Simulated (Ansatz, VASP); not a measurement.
ZnS in VASP and in Ansatz

```
Zn S
1.0
     3.84616    0.00000    0.00000
    -1.92308    3.33087    0.00000
     0.00000    0.00000   12.58869
Zn S
4 4
Cartesian
  1.9231 1.1103 9.4420
  0.0000 2.2206 3.1477
  0.0000 0.0000 6.2954
  0.0000 0.0000 0.0011
  1.9231 1.1103 11.8033
  0.0000 2.2206 5.5090
  0.0000 0.0000 8.6517
  0.0000 0.0000 2.3574
```

Alike in both runs: functional PBE; k mesh 12 × 12 × 4; occupations gaussian, width 0.02 eV; no spin polarisation.

Ansatz relaxed the structure, and its values are those at the end. VASP's run is a single point on that final structure, the one shown.

|  | VASP | Ansatz |
| --- | --- | --- |
| version | VASP 6.6.1 | Ansatz 0.2.0 |
| potentials or method | VASP PAW PBE potentials, release 64 (Zn, S), cutoff 520 eV | scalar-relativistic, plane waves, PAW |
| valence electrons in the cell | 72 | 72 |

```tsv
	VASP	Ansatz	Ansatz less VASP
gap on the k mesh at the Fermi level (eV)	2.05	2.05	-0.004
least direct gap on the mesh (eV)	2.05	2.05	-0.004
pressure (GPa)	0.2	0.0	-0.15
```

With one functional, cell and mesh, what is left measures potentials, basis and numerics.
